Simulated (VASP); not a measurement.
A run of VASP 6.6.1 is set up as follows.

File INCAR:

```
PREC = Accurate
ENCUT = 520
EDIFF = 1E-6
ISMEAR = -1
SIGMA = 0.05
LREAL = False
LASPH = True
NELM = 60
ALGO = Normal
ISIF = 2
LWAVE = False
LCHARG = False
GGA = PE
NBANDS = 32
```

The input KPOINTS:

```
regular mesh
0
Gamma
  8 8 8
```

Contents of POSCAR:

```
SiRh3
1.0
   -1.8562252800      1.8562252800      3.6693440000
    1.8562252800     -1.8562252800      3.6693440000
    1.8562252800      1.8562252800     -3.6693440000
Rh Si
3 1
Direct
    0.5000000000      0.5000000000      0.0000000000
    0.2500000000      0.7500000000      0.5000000000
    0.7500000000      0.2500000000      0.5000000000
    0.0000000000      0.0000000000      0.0000000000
```

Potentials or basis: VASP PAW PBE potentials, release 64 (Rh_pv, Si).

Run with:

```console
$ cat potpaw_PBE.64/Rh_pv/POTCAR potpaw_PBE.64/Si/POTCAR > POTCAR
$ mpirun -np 1 vasp_std > vasp.out
```

Question: Predict the pressure.

Answer: 21.0 GPa.

Stress tensor (GPa, compression positive):
```
23.46  0.00  0.00
 0.00 23.46  0.00
 0.00  0.00 16.18
```
